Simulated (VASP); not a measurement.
# In (Im-3m) in VASP: notebook, part 2 of 2

VASP 6.6.1. Earlier steps stand in the parts before.

### Step 3. Single point, revPBE, non-collinear spin, zero start, spin-orbit coupling

The input, INCAR:

```
SYSTEM = In
ALGO = Normal ; EDIFF = 1E-6
ENCUT = 520 ; GGA = RE
GGA_COMPAT = .FALSE. ; ISIF = 2
ISMEAR = 0 ; LASPH = .TRUE.
LCHARG = .FALSE. ; LORBIT = 11
LORBMOM = .TRUE. ; LREAL = .FALSE.
LSORBIT = .TRUE. ; LWAVE = .FALSE.
MAGMOM = 0 0 0 ; NBANDS = 24
NELM = 150 ; PREC = Accurate
SIGMA = 0.02
```

The input, KPOINTS:

```
k-points
0
G
  7 7 7
  0 0 0
```

The input, POSCAR:

```
In
1.0
   -1.8825252400      1.8825252400      1.8825252400
    1.8825252400     -1.8825252400      1.8825252400
    1.8825252400      1.8825252400     -1.8825252400
In
1
Direct
    0.0000000000      0.0000000000      0.0000000000
```

Potentials or basis: VASP PAW PBE potentials, release 64 (In_d).

On the command line:

```
$ cat potpaw_PBE.64/In_d/POTCAR > POTCAR
$ mpirun -np 1 vasp_ncl > vasp.out
```

OUTCAR:

```text
SYSTEM = In
   EDIFF = 1E-6
   ENCUT = 520
   GGA = RE
   ISIF = 2
   ISMEAR = 0
   LASPH = .TRUE.
   LORBIT = 11
   LREAL = .FALSE.
   LSORBIT = .TRUE.
   NELM = 150
   PREC = Accurate

 ion  position               nearest neighbor table
   1  0.000  0.000  0.000-

  LATTYP: Found a body centered cubic cell.
 ALAT       =     3.7650504800

  Lattice vectors:

 A1 = (  -1.8825252400,   1.8825252400,   1.8825252400)
 A2 = (   1.8825252400,  -1.8825252400,   1.8825252400)
 A3 = (   1.8825252400,   1.8825252400,  -1.8825252400)

Analysis of symmetry for initial positions (statically):
=====================================================================
 Subroutine PRICEL returns:
 Original cell was already a primitive cell.
[... 776 lines left out ...]
  1         0.000  -0.000  -0.000
 ----------------------------------------
            0.000  -0.000  -0.000

 Spin-Orbit-Coupling matrix elements

 Ion:    1  E_soc:     -0.0749932
 l=   1
     0.0000000    -0.0062332    -0.0062332
    -0.0062332     0.0000000    -0.0062332
    -0.0062332    -0.0062332     0.0000000
 l=   2
     0.0000000    -0.0012443     0.0000000    -0.0012443    -0.0050214
    -0.0012443     0.0000000    -0.0037660    -0.0012443    -0.0012553
     0.0000000    -0.0037660     0.0000000    -0.0037660     0.0000000
    -0.0012443    -0.0012443    -0.0037660     0.0000000    -0.0012553
    -0.0050214    -0.0012553     0.0000000    -0.0012553     0.0000000
 l=   3
     0.0000000     0.0000000     0.0000000     0.0000000     0.0000000     0.0000000     0.0000000
     0.0000000     0.0000000     0.0000000     0.0000000     0.0000000     0.0000000     0.0000000
     0.0000000     0.0000000     0.0000000     0.0000000     0.0000000     0.0000000     0.0000000
     0.0000000     0.0000000     0.0000000     0.0000000     0.0000000     0.0000000     0.0000000
     0.0000000     0.0000000     0.0000000     0.0000000     0.0000000     0.0000000     0.0000000
     0.0000000     0.0000000     0.0000000     0.0000000     0.0000000     0.0000000     0.0000000
     0.0000000     0.0000000     0.0000000     0.0000000     0.0000000     0.0000000     0.0000000

 total charge

# of ion       s       p       d       tot
------------------------------------------
    1        1.004   0.478   9.848  11.330

 magnetization (x)

# of ion       s       p       d       tot
------------------------------------------
    1        0.000  -0.000   0.000  -0.000

 magnetization (y)

# of ion       s       p       d       tot
------------------------------------------
    1       -0.000   0.000  -0.000  -0.000

 magnetization (z)

# of ion       s       p       d       tot
------------------------------------------
    1        0.000   0.000   0.000   0.000
```

stdout:

```text
POSCAR found type information on POSCAR In
 POSCAR found :  1 types and       1 ions
 scaLAPACK will be used
 -----------------------------------------------------------------------------
|                                                                             |
|                                                                             |
|     You enforced a specific xc type in the INCAR file but a different       |
|     I HOPE YOU KNOW WHAT YOU ARE DOING!                                     |
|                                                                             |
 -----------------------------------------------------------------------------

 LDA part: xc-table for (Slater+PW92), standard interpolation
 POSCAR, INCAR and KPOINTS ok, starting setup
 FFT: planning ... GRIDC
 FFT: planning ... GRID_SOFT
 FFT: planning ... GRID
 WAVECAR not read
 entering main loop
```

Run time: 33 s. Hardware: 1 thread of Intel Xeon 8259CL, shared host; peak memory 0.2 GiB.

Results:

```yaml
Free_energy: -2.2486 eV
Pressure: 2.6 GPa
Net_moment: 0.00 μB per cell
Valence_electrons_inside_the_program's_atomic_spheres: In 11.33
```

Moments on the atoms (μB; x, y, z):
```
In  0.00 0.00 0.00
```

Caveat: the PAW data sets were made with another functional, which shifts forces and pressure a little.

### Step 4. Single point, PBEsol

This run uses another cell than the first one, of 18.95 Å³/atom, 0.710 times its volume.

The input, INCAR:

```
ALGO     = Normal         # electronic algorithm
EDIFF    = 1E-6           # SCF threshold, eV
ENCUT    = 520            # plane-wave cutoff, eV
GGA      = PS             # functional
ISIF     = 2              # what is computed and relaxed
ISMEAR   = -1             # smearing method
LASPH    = T              # aspherical terms in the spheres
LCHARG   = T              # write CHGCAR
LELF     = T              # ELF
LREAL    = F              # projectors in reciprocal space
LVHAR    = T            
LWAVE    = F              # write WAVECAR
NBANDS   = 12             # bands
NELM     = 80             # most SCF steps
PREC     = Accurate       # precision mode
SIGMA    = 0.05           # smearing width, eV
```

The input, KPOINTS:

```
k-points
0
Gamma
  10 10 10
```

The input, POSCAR:

```
In
1.0
   -1.6794553749      1.6794553749      1.6794553749
    1.6794553749     -1.6794553749      1.6794553749
    1.6794553749      1.6794553749     -1.6794553749
In
1
Direct
    0.0000000000      0.0000000000      0.0000000000
```

On the command line:

```
$ cat potpaw_PBE.64/In_d/POTCAR > POTCAR
$ mpirun -np 1 vasp_std > vasp.out
```

Wall time 6.3 s (1 thread of AMD EPYC 9R45 (Zen 5), shared host); peak memory 0.11 GiB.

It converged, with:

```
Free energy : -2.5098 eV
Pressure    : 30.0 GPa
```

Levels at points of the mesh, in eV from the Fermi level:
```
           k point  band 3  band 4  band 5  band 6  band 7  band 8  band 9  band 10
(0.00, 0.00, 0.00)  -15.28  -14.67  -14.67  -12.24   13.75   13.75   13.75    15.17
(0.50, 0.00, 0.00)  -14.70  -14.66  -14.27   -4.83   -3.94    7.50    8.27    12.13
(0.50, 0.50, 0.50)  -14.37  -14.37  -14.37    1.12    1.12    1.12    3.72     5.99
```

Caveat: the PAW data sets were made with another functional, which shifts forces and pressure a little; spin-orbit coupling is left out, which moves the levels of the heavy elements.

### Step 5. Single point, PBEsol

This run uses another cell than the first one, of 20.22 Å³/atom, 0.758 times its volume.

The input, INCAR:

```
PREC = Accurate
ENCUT = 520
EDIFF = 1E-6
ISMEAR = -1
SIGMA = 0.05
LREAL = False
LASPH = True
NELM = 60
ALGO = Normal
ISIF = 2
LWAVE = False
LCHARG = True
GGA = PS
LELF = True
LVHAR = True
NBANDS = 12
```

The input, KPOINTS:

```
regular mesh
0
Gamma
  10 10 10
```

The input, POSCAR:

```
In
1.0
   -1.7163410525      1.7163410525      1.7163410525
    1.7163410525     -1.7163410525      1.7163410525
    1.7163410525      1.7163410525     -1.7163410525
In
1
Direct
    0.0000000000      0.0000000000      0.0000000000
```

On the command line:

```
$ cat potpaw_PBE.64/In_d/POTCAR > POTCAR
$ mpirun -np 1 vasp_std > vasp.out
```

It took 6.3 s on 1 thread of AMD EPYC 9R45 (Zen 5), shared host; peak memory 0.11 GiB.

Results (log left out):

```yaml
Free_energy: -2.7077 eV
Pressure: 19.9 GPa
```

Levels at points of the mesh, in eV from the Fermi level:
```csv
k point,band 3,band 4,band 5,band 6,band 7,band 8,band 9,band 10
"(0.00, 0.00, 0.00)",-15.08,-14.55,-14.55,-11.62,13.66,13.66,13.66,14.27
"(0.50, 0.00, 0.00)",-14.58,-14.54,-14.21,-4.45,-3.94,7.17,8.14,11.69
"(0.50, 0.50, 0.50)",-14.30,-14.30,-14.30,1.17,1.17,1.17,3.11,5.83
```

Caveat: the PAW data sets were made with another functional, which shifts forces and pressure a little; spin-orbit coupling is left out, which moves the levels of the heavy elements.

### Step 6. The runs side by side

| level | spin | cell | k mesh | smearing | gap on the mesh (eV) | pressure (GPa) |
| --- | --- | --- | --- | --- | --- | --- |
| PBE exchange alone | off | a = 3.261 Å, angles 109.5°, 1 atom | 10 × 10 × 10 | methfessel-paxton 0.025 eV | none | 11.3 |
| revPBE | non-collinear, zero start, SOC | a = 3.261 Å, angles 109.5°, 1 atom | 7 × 7 × 7 | gaussian 0.02 eV | - | 2.6 |
| PBEsol | off | a = 2.909 Å, angles 109.5°, 1 atom | 10 × 10 × 10 | fermi-dirac 0.05 eV | none | 30.0 |
| PBEsol | off | a = 2.973 Å, angles 109.5°, 1 atom | 10 × 10 × 10 | fermi-dirac 0.05 eV | none | 19.9 |

Alike in all rows: task single point; potentials or basis VASP PAW PBE potentials, release 64 (In_d); cutoff (eV) 520.

Caveats: spin-orbit coupling is left out, which moves the levels of the heavy elements (some runs); the PAW data sets were made with another functional, which shifts forces and pressure a little (some runs).

Total energies depend on the potentials used, so only differences within one code and one set of settings carry meaning.
